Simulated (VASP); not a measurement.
A run of VASP 6.6.1 is set up as follows.

Contents of INCAR:

```
SYSTEM = CdS
PREC = Accurate
ENCUT = 520
EDIFF = 1E-6
ISMEAR = 0
SIGMA = 0.05
LREAL = .False.
LASPH = .True.
NELM = 100
ALGO = Normal
ISIF = 2
LWAVE = .False.
LCHARG = .True.
GGA = PE
LELF = .True.
LVHAR = .True.
NBANDS = 26
```

File KPOINTS:

```
Automatic mesh
0
Gamma
  10 8 10
  0 0 0
```

File POSCAR:

```
CdS
1.0
    4.0923831910      0.0000000000      0.0000000000
    0.0000000000      5.6412325217      0.0000000000
    0.0000000000      0.0000000000      3.9603177398
Cd S
2 2
Direct
    0.5000000000      0.5000000000      0.2077449388
    0.0000000000      0.0000000000      0.7922550612
    0.5000000000      0.0000000000      0.2636158432
    0.0000000000      0.5000000000      0.7363841568
```

Potentials or basis: VASP PAW PBE potentials, release 64 (Cd, S).

Command:

```console
$ cat potpaw_PBE.64/Cd/POTCAR potpaw_PBE.64/S/POTCAR > POTCAR
$ mpirun -np 1 vasp_std > vasp.out
```

(1) Estimate the largest force.

(2) What does it give for the pressure?

Results:

(1) 0.089 eV/Å.

(2) -5.1 GPa.

Caveat: the cell differs from its parent crystal (strained); the cell stands under tension.
